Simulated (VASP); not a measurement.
Input of a VASP 6.6.1 run:

File INCAR:

```
PREC = Accurate
ENCUT = 520
EDIFF = 1E-6
ISMEAR = 0
SIGMA = 0.05
LREAL = F
LASPH = T
NELM = 100
ALGO = Normal
ISIF = 2
LWAVE = F
LCHARG = F
GGA = PE
NBANDS = 16
```

File KPOINTS:

```
regular mesh
0
Gamma
  10 10 10
```

The input POSCAR:

```
GaP
1.0
    0.0000000000      2.9037044681      2.6799302889
    2.6799302889      0.0000000000      2.6799302889
    2.6799302889      2.9037044681      0.0000000000
Ga P
1 1
Direct
    0.0000000000      0.0000000000      0.0000000000
    0.7500000000      0.7500000000      0.7500000000
```

Potentials or basis: VASP PAW PBE potentials, release 64 (Ga_d, P).

Command:

```console
$ cat potpaw_PBE.64/Ga_d/POTCAR potpaw_PBE.64/P/POTCAR > POTCAR
$ mpirun -np 1 vasp_std > vasp.out
```

(1) Estimate the pressure.

(2) Predict the band gap on the k mesh.

Results:

(1) -0.1 GPa.

(2) 1.27 eV (least direct gap 1.36 eV).
